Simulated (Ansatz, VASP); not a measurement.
# CO2: VASP beside Ansatz

```
C O
1.0
     4.59463    0.00000    0.00000
     0.00000    4.59463    0.00000
     0.28709    0.00000    4.78481
C O
2 4
Cartesian
  2.4409 2.2973 2.3924
  0.0000 0.0000 0.0000
  1.6156 3.1226 2.3924
  3.2661 1.4721 2.3924
  0.8252 0.8252 0.0000
  3.7694 3.7694 0.0000
```

Alike in both runs: task single point; functional PBEsol; k mesh 6 × 6 × 6; occupations gaussian, width 0.02 eV; no spin polarisation.

```csv
,VASP,Ansatz
version,VASP 6.6.1,Ansatz 0.2.0
potentials or method,"VASP PAW PBE potentials, release 64 (C, O), cutoff 520 eV","scalar-relativistic, plane waves, PAW"
valence electrons in the cell,32,32
```

Ansatz gave:

```
gap on the k mesh at the Fermi level (eV)                     : 6.59
least direct gap on the mesh (eV)                             : 6.76
pressure (GPa)                                                : 0.0
traceless stress, the component that is largest in VASP (GPa) : -0.03
rms of the force components (eV/Å)                            : 0.003
```

Q: What did VASP give for the same quantities?

A: gap on the k mesh at the Fermi level (eV): 6.57; least direct gap on the mesh (eV): 6.74; pressure (GPa): 1.5; traceless stress, the component that is largest in VASP (GPa): -1.76; rms of the force components (eV/Å): 0.332.

VASP's potentials were made for PBE, not for PBEsol. Atom by atom the forces differ by 0.332 eV/Å (rms over components).

Noted on VASP's run: the standard files for N, O and F lose accuracy on very short bonds.
